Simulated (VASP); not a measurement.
# Si2Ni (Fm-3m) in VASP: a series of runs

Runs on Si2Ni. Level: PBEsol. Tasks: relaxation of cell and atoms, single point.

All numbers are computed with VASP 6.6.1; they aren't measurements. Logs are shortened: lines on timing, memory, paths and dates and some standing lists are left out, and cuts for length are marked.

### 1 The cell of the first run

Symmetry: Fm-3m, No. 225, cubic system. Conventional cell: a = 5.406 Å, b = 5.406 Å, c = 5.406 Å, α = 90.00°, β = 90.00°, γ = 90.00°. Within 3.1 Å of Si (site symmetry -43m) lie 4 Ni at 2.34 Å and 6 Si at 2.70 Å. Within 3.1 Å of Ni (site symmetry m-3m) lie 8 Si at 2.34 Å.

### 2 Relaxation of cell and atoms, PBEsol

INCAR

```
  PREC = Accurate
  ENCUT = 600
  EDIFF = 1E-6
  ISMEAR = 0
  SIGMA = 0.1
  LREAL = False
  LASPH = True
  NELM = 60
  ALGO = Normal
  ISIF = 3
  LWAVE = False
  LCHARG = False
  GGA = PS
  IBRION = 2
  NSW = 100
  EDIFFG = -0.01
```

KPOINTS

```
regular mesh
0
Gamma
  14 14 14
```

POSCAR

```
Si2Ni
1.0
    0.0000000000      2.7030000000      2.7030000000
    2.7030000000      0.0000000000      2.7030000000
    2.7030000000      2.7030000000      0.0000000000
Si Ni
2 1
Direct
    0.2500000000      0.2500000000      0.2500000000
    0.7500000000      0.7500000000      0.7500000000
    0.0000000000      0.0000000000      0.0000000000
```

Potentials or basis: VASP PAW PBE potentials, release 64 (Si, Ni).

Run with:

```
cat potpaw_PBE.64/Si/POTCAR potpaw_PBE.64/Ni/POTCAR > POTCAR
mpirun -np 1 vasp_std > vasp.out
```

OUTCAR:

```text
PREC = Accurate
   ENCUT = 600
   EDIFF = 1E-6
   ISMEAR = 0
   LREAL = False
   LASPH = True
   NELM = 60
   ISIF = 3
   GGA = PS
   IBRION = 2
   NSW = 100
   EDIFFG = -0.01

 ion  position               nearest neighbor table
   1  0.250  0.250  0.250-   3 2.34   3 2.34   3 2.34   3 2.34   2 2.70   2 2.70   2 2.70   2 2.70
                             2 2.70   2 2.70
   2  0.750  0.750  0.750-   3 2.34   3 2.34   3 2.34   3 2.34   1 2.70   1 2.70   1 2.70   1 2.70
                             1 2.70   1 2.70
   3  0.000  0.000  0.000-   2 2.34   1 2.34   2 2.34   1 2.34   2 2.34   2 2.34   1 2.34   1 2.34

  LATTYP: Found a face centered cubic cell.
 ALAT       =     5.4060000000

  Lattice vectors:

 A1 = (   0.0000000000,   2.7030000000,   2.7030000000)
 A2 = (   2.7030000000,   0.0000000000,   2.7030000000)
 A3 = (   2.7030000000,   2.7030000000,   0.0000000000)

Analysis of symmetry for initial positions (statically):
=====================================================================
 Subroutine PRICEL returns:
 Original cell was already a primitive cell.

 Routine SETGRP: Setting up the symmetry group for a
 face centered cubic supercell.

 Subroutine GETGRP returns: Found 48 space group operations
 (whereof 48 operations were pure point group operations)
 out of a pool of 48 trial point group operations.

The static configuration has the point symmetry O_h .

Analysis of symmetry for dynamics (positions and initial velocities):
=====================================================================
 Subroutine PRICEL returns:
 Original cell was already a primitive cell.

 Routine SETGRP: Setting up the symmetry group for a
 face centered cubic supercell.

 Subroutine GETGRP returns: Found 48 space group operations
 (whereof 48 operations were pure point group operations)
 out of a pool of 48 trial point group operations.

The dynamic configuration has the point symmetry O_h .

 Subroutine INISYM returns: Found 48 space group operations
 (whereof 48 operations are pure point group operations),
 and found     1 'primitive' translations

----------------------------------------------------------------------------------------

                                     Primitive cell

  volume of cell :      39.4974

  direct lattice vectors                    reciprocal lattice vectors
     0.000000000  2.703000000  2.703000000    -0.184979652  0.184979652  0.184979652
     2.703000000  0.000000000  2.703000000     0.184979652 -0.184979652  0.184979652
[... 109 lines left out ...]
  Fermi-wavevector in a.u.,A,eV,Ry     =   1.259823  2.380721 21.594550  1.587155
  Thomas-Fermi vector in A             =   2.393364
   LORBIT       =      0    0 simple, 1 ext, 2 COOP (PROOUT), +10 PAW based schemes
   GGA     = PS    functional components
   LHFCALC =     F    Hartree Fock is set to
   AEXX    =    0.0000 exact exchange contribution
   IVDW    =     0    specifies the selected vdW correction
   LEPSILON=     F    determine dielectric tensor
   LRPA    =     F    only Hartree local field effects (RPA)
 conjugate gradient relaxation of ions
 non-spin polarized calculation
 Gauss-broadening in eV      SIGMA  =   0.10
  energy-cutoff  :      600.00
  volume of cell :       39.50
 maximum number of plane-waves:      1363
   NGX = 15   NGY = 15   NGZ = 15

--------------------------------------- Ionic step        1  -------------------------------------------

 number of electron      18.0000004 magnetization

 Free energy of the ion-electron system (eV)
  ---------------------------------------------------
  ext. energy  EPLUGINS =         0.00000000
  ---------------------------------------------------
  free energy    TOTEN  =       -18.98267969 eV

  energy without entropy =      -18.97838704  energy(sigma->0) =      -18.98053337

------------------------ aborting loop because EDIFF is reached ----------------------------------------

  FORCE on cell =-STRESS in cart. coord.  units (eV):
  Direction    XX          YY          ZZ          XY          YZ          ZX
  --------------------------------------------------------------------------------------
  -------------------------------------------------------------------------------------
  Total       -0.3183970     -0.3183970     -0.3183970     -0.0000000      0.0000000     -0.0000000
  in kB      -12.9155074    -12.9155074    -12.9155074     -0.0000000      0.0000000     -0.0000000
  external PRESSURE =     -12.9155074 kB  Pullay stress =       0.0000000 kB
[... 61 lines left out ...]
--------------------------------------- Ionic step        3  -------------------------------------------

 number of electron      18.0000005 magnetization

 Free energy of the ion-electron system (eV)
  ---------------------------------------------------
  ext. energy  EPLUGINS =         0.00000000
  ---------------------------------------------------
  free energy    TOTEN  =       -18.98373461 eV

  energy without entropy =      -18.97938893  energy(sigma->0) =      -18.98156177

 E-fermi :  10.5168     XC(G=0): -11.7316

 val. band max:       10.4639975440   @ k =  -0.0714   0.0714   0.0000
 cond. band min:      10.5443612184   @ k =  -0.2143   0.1429   0.0000
 fundamental gap:      0.0803636744
 Fermi energy:        10.5167628318

 k-point     1 :       0.0000    0.0000    0.0000
  band No.  band energies     occupation
      1      -3.4531      2.00000
      2       5.2097      2.00000
      3       5.2097      2.00000
      4       5.2097      2.00000
      5       6.9145      2.00000
      6       6.9145      2.00000
      7      10.2585      1.99974
      8      12.1963      0.00000
      9      12.1963      0.00000
     10      12.1963      0.00000
     11      12.7121      0.00000
     12      12.7121      0.00000
     13      12.7121      0.00000
[... 354 lines left out ...]
  band No.  band energies     occupation
      1      -2.3497      2.00000
      2       3.6899      2.00000
      3       5.3727      2.00000
      4       5.4145      2.00000
      5       6.3783      2.00000
      6       7.0468      2.00000
      7       8.0061      2.00000
      8       9.1346      2.00000
      9       9.7107      2.00000
     10      10.8861      0.00000
     11      13.4178      0.00000
     12      14.0797      0.00000
     13      14.5856      0.00000

 [... further k-points ...]

------------------------ aborting loop because EDIFF is reached ----------------------------------------

  FORCE on cell =-STRESS in cart. coord.  units (eV):
  Direction    XX          YY          ZZ          XY          YZ          ZX
  --------------------------------------------------------------------------------------
  -------------------------------------------------------------------------------------
  Total       -0.0024464     -0.0024464     -0.0024464      0.0000000     -0.0000000      0.0000000
  in kB       -0.0999654     -0.0999654     -0.0999654      0.0000000     -0.0000000      0.0000000
  external PRESSURE =      -0.0999654 kB  Pullay stress =       0.0000000 kB
[... 18 lines left out ...]
  FREE ENERGIE OF THE ION-ELECTRON SYSTEM (eV)
  ---------------------------------------------------
  free  energy   TOTEN  =       -18.9837346054 eV

  energy  without entropy=      -18.9793889300  energy(sigma->0) =      -18.98156177

 reached required accuracy - stopping structural energy minimisation
```

OSZICAR:

```text
N       E                     dE             d eps       ncg     rms          rms(c)
DAV:   1     0.762904131445E+02    0.76290E+02   -0.87520E+03  2712   0.158E+03
[... 25 lines left out ...]
DAV:   1    -0.190028069863E+02   -0.20315E-01   -0.17144E-01  3009   0.926E+00    0.131E+00
DAV:   2    -0.190414023087E+02   -0.38595E-01   -0.41453E-01  3363   0.172E+01    0.211E+00
DAV:   3    -0.189842915667E+02    0.57111E-01   -0.19838E-01  3223   0.118E+01    0.244E-01
DAV:   4    -0.189837386686E+02    0.55290E-03   -0.42939E-03  3120   0.881E-01    0.388E-02
DAV:   5    -0.189837375587E+02    0.11100E-05   -0.13406E-04  4282   0.133E-01    0.223E-02
DAV:   6    -0.189837343316E+02    0.32271E-05   -0.54551E-06  3536   0.517E-02    0.580E-03
DAV:   7    -0.189837346054E+02   -0.27386E-06   -0.16005E-06  1896   0.148E-02
   3 F= -.18983735E+02 E0= -.18981562E+02  d E =-.105491E-02
```

It took 93 s on 1 thread of AMD EPYC 7R13 (Zen 3), shared host; peak memory 0.2 GiB.

What came out:

```
Free energy                           : -18.9837 eV
Relaxed volume                        : 13.07 Å³/atom
Relaxed cell                          : a = 3.813 Å, b = 3.813 Å, c = 3.813 Å, α = 60.00°, β = 60.00°, γ = 60.00°
Space group after relaxing (to 0.1 Å) : Fm-3m (No. 225)
Energy gained by relaxing             : 0.4 meV/atom
Ionic steps                           : 3
Pressure after relaxing               : 0.0 GPa
Band gap on the k mesh                : zero (bands 9 and 10 overlap by 2.13 eV)
```

Step by step:
```
step  energy change (eV)  largest force (eV/Å)  pressure (GPa)  volume (Å³)
   1              0.0000                0.0000           -1.29        39.50
   2              0.0002                0.0000            1.35        38.89
   3             -0.0011                0.0000           -0.01        39.21
```

Final structure:
```
Si Ni
1.0
     0.00000    2.69643    2.69643
     2.69643    0.00000    2.69643
     2.69643    2.69643    0.00000
Si Ni
2 1
Cartesian
  1.3482 1.3482 1.3482
  4.0446 4.0446 4.0446
  0.0000 0.0000 0.0000
```

Caveat: the PAW data sets were made with another functional, which shifts forces and pressure a little. Spin polarisation is off, so any magnetic state and its effect on volume and gap are missing.

### 3 Single point, PBEsol (11.49 Å³/atom)

This run uses another cell than the first one, of 11.49 Å³/atom.

INCAR

```
  ALGO = Normal
  EDIFF = 1E-6
  ENCUT = 520
  GGA = PS
  ISIF = 2
  ISMEAR = 0
  LASPH = True
  LCHARG = True
  LELF = True
  LREAL = False
  LVHAR = True
  LWAVE = False
  NBANDS = 16
  NELM = 60
  PREC = Accurate
  SIGMA = 0.1
```

KPOINTS

```
k-points
0
Gamma
  14 14 14
```

POSCAR

```
Si2Ni
1.0
    0.0000000000      2.5832182968      2.5832182968
    2.5832182968      0.0000000000      2.5832182968
    2.5832182968      2.5832182968      0.0000000000
Si Ni
2 1
Direct
    0.2500000000      0.2500000000      0.2500000000
    0.7500000000      0.7500000000      0.7500000000
    0.0000000000      0.0000000000      0.0000000000
```

Potentials or basis: VASP PAW PBE potentials, release 64 (Si, Ni).

Run with:

```
cat potpaw_PBE.64/Si/POTCAR potpaw_PBE.64/Ni/POTCAR > POTCAR
mpirun -np 1 vasp_std > vasp.out
```

It took 66 s on 1 thread of Intel Xeon 8259CL, shared host; peak memory 0.19 GiB.

The run converged. Its results:

```
Free energy            : -18.6277 eV
Pressure               : 27.1 GPa
Band gap on the k mesh : zero (bands 9 and 10 overlap by 2.12 eV)
```

Levels at points of the mesh, in eV from the Fermi level:
| k point | band 6 | band 7 | band 8 | band 9 | band 10 | band 11 | band 12 | band 13 |
| --- | --- | --- | --- | --- | --- | --- | --- | --- |
| (0.00, 0.00, 0.00) | -4.51 | 0.72 | 1.75 | 1.75 | 1.75 | 1.82 | 1.82 | 1.82 |
| (0.50, 0.00, 0.00) | -4.27 | -4.27 | -1.96 | -1.96 | 1.70 | 1.70 | 1.78 | 3.30 |
| (0.50, 0.50, 0.00) | -4.56 | -4.56 | -4.37 | -3.99 | -0.37 | 0.88 | 7.51 | 9.30 |

Caveat: the cell stands under pressure; the PAW data sets were made with another functional, which shifts forces and pressure a little. Spin polarisation is off, so any magnetic state and its effect on volume and gap are missing.

### 4 Single point, PBEsol (11.88 Å³/atom)

This run uses another cell than the first one, of 11.88 Å³/atom.

INCAR

```
PREC     = Accurate       # precision mode
ENCUT    = 520            # plane-wave cutoff, eV
EDIFF    = 1E-6           # SCF threshold, eV
ISMEAR   = 0              # smearing method
SIGMA    = 0.1            # smearing width, eV
LREAL    = F              # projectors in reciprocal space
LASPH    = T              # aspherical terms in the spheres
NELM     = 100            # most SCF steps
ALGO     = Normal         # electronic algorithm
ISIF     = 2              # what is computed and relaxed
LWAVE    = F              # write WAVECAR
LCHARG   = F              # write CHGCAR
GGA      = PS             # functional
NBANDS   = 16             # bands
```

KPOINTS

```
regular mesh
0
Gamma
  14 14 14
```

POSCAR

```
Si2Ni
1.0
    0.0000000000      2.6122456511      2.6122456511
    2.6122456511      0.0000000000      2.6122456511
    2.6122456511      2.6122456511      0.0000000000
Si Ni
2 1
Direct
    0.2500000000      0.2500000000      0.2500000000
    0.7500000000      0.7500000000      0.7500000000
    0.0000000000      0.0000000000      0.0000000000
```

Run with:

```
cat potpaw_PBE.64/Si/POTCAR potpaw_PBE.64/Ni/POTCAR > POTCAR
mpirun -np 1 vasp_std > vasp.out
```

Run time: 96 s. Hardware: 1 thread of Intel Xeon 8259CL, shared host; peak memory 0.2 GiB.

The run converged. Its results:

- Free energy: -18.7948 eV
- Pressure: 18.4 GPa
- Band gap on the k mesh: zero (bands 9 and 10 overlap by 2.13 eV)

Levels at points of the mesh, in eV from the Fermi level:
```
           k point  band 6  band 7  band 8  band 9  band 10  band 11  band 12  band 13
(0.00, 0.00, 0.00)   -4.25    0.46    1.74    1.74     1.74     1.93     1.93     1.93
(0.50, 0.00, 0.00)   -4.03   -4.03   -1.83   -1.83     1.73     1.73     1.78     3.12
(0.50, 0.50, 0.00)   -4.32   -4.32   -4.13   -3.76    -0.39     1.00     7.58     9.04
```

Caveat: the cell stands under pressure; the PAW data sets were made with another functional, which shifts forces and pressure a little. Spin polarisation is off, so any magnetic state and its effect on volume and gap are missing.

### 5 Single point, PBEsol (12.28 Å³/atom)

This run uses another cell than the first one, of 12.28 Å³/atom.

INCAR

```
PREC = Accurate
ENCUT = 520
EDIFF = 1E-6
ISMEAR = 0
SIGMA = 0.1
LREAL = F
LASPH = T
NELM = 60
ALGO = Normal
ISIF = 2
LWAVE = F
LCHARG = T
GGA = PS
LELF = T
LVHAR = T
NBANDS = 16
```

KPOINTS is that of step 4.

POSCAR

```
Si2Ni
1.0
    0.0000000000      2.6406418503      2.6406418503
    2.6406418503      0.0000000000      2.6406418503
    2.6406418503      2.6406418503      0.0000000000
Si Ni
2 1
Direct
    0.2500000000      0.2500000000      0.2500000000
    0.7500000000      0.7500000000      0.7500000000
    0.0000000000      0.0000000000      0.0000000000
```

Potentials or basis: VASP PAW PBE potentials, release 64 (Si, Ni).

Run with:

```
cat potpaw_PBE.64/Si/POTCAR potpaw_PBE.64/Ni/POTCAR > POTCAR
mpirun -np 1 vasp_std > vasp.out
```

OUTCAR:

```text
PREC = Accurate
   ENCUT = 520
   EDIFF = 1E-6
   ISMEAR = 0
   LREAL = F
   LASPH = T
   NELM = 60
   ISIF = 2
   GGA = PS

 ion  position               nearest neighbor table
   1  0.250  0.250  0.250-   3 2.29   3 2.29   3 2.29   3 2.29   2 2.64   2 2.64   2 2.64   2 2.64
                             2 2.64   2 2.64
   2  0.750  0.750  0.750-   3 2.29   3 2.29   3 2.29   3 2.29   1 2.64   1 2.64   1 2.64   1 2.64
                             1 2.64   1 2.64
   3  0.000  0.000  0.000-   1 2.29   2 2.29   2 2.29   2 2.29   2 2.29   1 2.29   1 2.29   1 2.29

[... 652 lines left out ...]
  FORCE on cell =-STRESS in cart. coord.  units (eV):
  Direction    XX          YY          ZZ          XY          YZ          ZX
  --------------------------------------------------------------------------------------
  -------------------------------------------------------------------------------------
  Total        2.5717479      2.5717479      2.5717479     -0.0000000      0.0000000      0.0000000
  in kB      111.8872198    111.8872198    111.8872198     -0.0000000      0.0000000      0.0000000
  external PRESSURE =     111.8872198 kB  Pullay stress =       0.0000000 kB

 VOLUME and BASIS-vectors are now :
 -----------------------------------------------------------------------------
  energy-cutoff  :      520.00
  volume of cell :       36.83
      direct lattice vectors                 reciprocal lattice vectors
     0.000000000  2.640641850  2.640641850    -0.189347904  0.189347904  0.189347904
     2.640641850  0.000000000  2.640641850     0.189347904 -0.189347904  0.189347904
     2.640641850  2.640641850  0.000000000     0.189347904  0.189347904 -0.189347904

 POSITION                                       TOTAL-FORCE (eV/Angst)
 -----------------------------------------------------------------------------------
      1.32032      1.32032      1.32032        -0.000000     -0.000000     -0.000000
      3.96096      3.96096      3.96096         0.000000      0.000000      0.000000
      0.00000      0.00000      0.00000        -0.000000      0.000000      0.000000
 -----------------------------------------------------------------------------------
    total drift:                               -0.000000     -0.000000      0.000000

  FREE ENERGIE OF THE ION-ELECTRON SYSTEM (eV)
  ---------------------------------------------------
  free  energy   TOTEN  =       -18.9036358381 eV

  energy  without entropy=      -18.8991003692  energy(sigma->0) =      -18.90136810
```

OSZICAR:

```text
N       E                     dE             d eps       ncg     rms          rms(c)
DAV:   1     0.658012309173E+02    0.65801E+02   -0.78805E+03  3344   0.117E+03
DAV:   2    -0.176757552731E+02   -0.83477E+02   -0.76166E+02  3640   0.221E+02
DAV:   3    -0.212116346804E+02   -0.35359E+01   -0.34836E+01  4392   0.494E+01
DAV:   4    -0.212646973405E+02   -0.53063E-01   -0.53037E-01  3840   0.578E+00
DAV:   5    -0.212660327392E+02   -0.13354E-02   -0.13354E-02  4368   0.964E-01    0.179E+01
DAV:   6    -0.255567087284E+02   -0.42907E+01   -0.43005E+01  3520   0.154E+02    0.243E+01
DAV:   7    -0.190248697889E+02    0.65318E+01   -0.12834E+01  4144   0.962E+01    0.375E+00
DAV:   8    -0.189641513363E+02    0.60718E-01   -0.15602E+00  4664   0.192E+01    0.286E+00
DAV:   9    -0.189061547470E+02    0.57997E-01   -0.26237E-01  4008   0.996E+00    0.668E-01
DAV:  10    -0.189036764906E+02    0.24783E-02   -0.11241E-02  4568   0.219E+00    0.263E-01
DAV:  11    -0.189036240072E+02    0.52483E-04   -0.91931E-04  4264   0.236E-01    0.587E-02
DAV:  12    -0.189036412703E+02   -0.17263E-04   -0.36114E-05  4640   0.806E-02    0.226E-02
DAV:  13    -0.189036360103E+02    0.52600E-05   -0.11520E-05  4304   0.850E-02    0.444E-03
DAV:  14    -0.189036358381E+02    0.17217E-06   -0.10117E-06  2320   0.118E-02
   1 F= -.18903636E+02 E0= -.18901368E+02  d E =-.453547E-02
```

It took 1.7 min on 1 thread of Intel Xeon 8259CL, shared host; peak memory 0.19 GiB.

Results:

```
Free energy            : -18.9036 eV
Pressure               : 11.2 GPa
Band gap on the k mesh : zero (bands 9 and 10 overlap by 2.13 eV)
```

Levels at points of the mesh, in eV from the Fermi level:
```csv
k point,band 6,band 7,band 8,band 9,band 10,band 11,band 12,band 13
"(0.00, 0.00, 0.00)",-4.02,0.21,1.72,1.72,1.72,2.03,2.03,2.03
"(0.50, 0.00, 0.00)",-3.81,-3.81,-1.71,-1.71,1.75,1.75,1.76,2.94
"(0.50, 0.50, 0.00)",-4.10,-4.10,-3.92,-3.56,-0.41,1.10,7.63,8.80
```

Caveat: the cell stands under pressure; the PAW data sets were made with another functional, which shifts forces and pressure a little. Spin polarisation is off, so any magnetic state and its effect on volume and gap are missing.

### 6 Summary

| task | cell | cutoff (eV) | gap on the mesh (eV) | pressure (GPa) |
| --- | --- | --- | --- | --- |
| relaxation of cell and atoms | relaxed from a = 3.823 Å, angles 60.0°, 3 atoms | 600 | none | 0.0 |
| single point | a = 3.653 Å, angles 60.0°, 3 atoms | 520 | none | 27.1 |
| single point | a = 3.694 Å, angles 60.0°, 3 atoms | 520 | none | 18.4 |
| single point | a = 3.734 Å, angles 60.0°, 3 atoms | 520 | none | 11.2 |

Alike in all rows: level PBEsol; potentials or basis VASP PAW PBE potentials, release 64 (Si, Ni); no spin polarisation; k mesh 14 × 14 × 14; smearing gaussian 0.1 eV.

Caveats: the PAW data sets were made with another functional, which shifts forces and pressure a little; the cell stands under pressure (at least some runs).

Total energies depend on the potentials used, so only differences within one code and one set of settings carry meaning.
